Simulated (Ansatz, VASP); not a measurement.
**Two plane-wave programs on C**

```
C
1.0
     2.65016    0.00000    0.00000
    -1.32508    1.97486    0.00000
     0.00000    0.00000   23.92229
C
4
Direct
  0.00000 0.00000 0.57116
  0.00000 0.00000 0.42884
  0.33333 0.66667 0.42882
  0.66667 0.33333 0.57118
```

Change from the starting cell: strain +0.0750 x Voigt [1, -1, 0, 0, 0, 0], atoms carried along.

Alike in both runs: task single point; functional PBE; dispersion D3(BJ); k mesh 24 × 24 × 2; occupations gaussian, width 0.15 eV; no spin polarisation.

|  | VASP | Ansatz |
| --- | --- | --- |
| version | VASP 6.6.1 | Ansatz 0.2.0 |
| potentials or method | VASP PAW PBE potentials, release 64 (C), cutoff 600 eV | scalar-relativistic, plane waves, PAW |
| valence electrons in the cell | 16 | 16 |

Ansatz gave:

* gap on the k mesh at the Fermi level (eV): 0.11
* least direct gap on the mesh (eV): 0.11
* rms of the force components (eV/Å): 1.481

Which values does VASP return?

gap on the k mesh at the Fermi level (eV): 0.11; least direct gap on the mesh (eV): 0.11; rms of the force components (eV/Å): 1.495.

Atom by atom the forces differ by 0.014 eV/Å (rms over components).
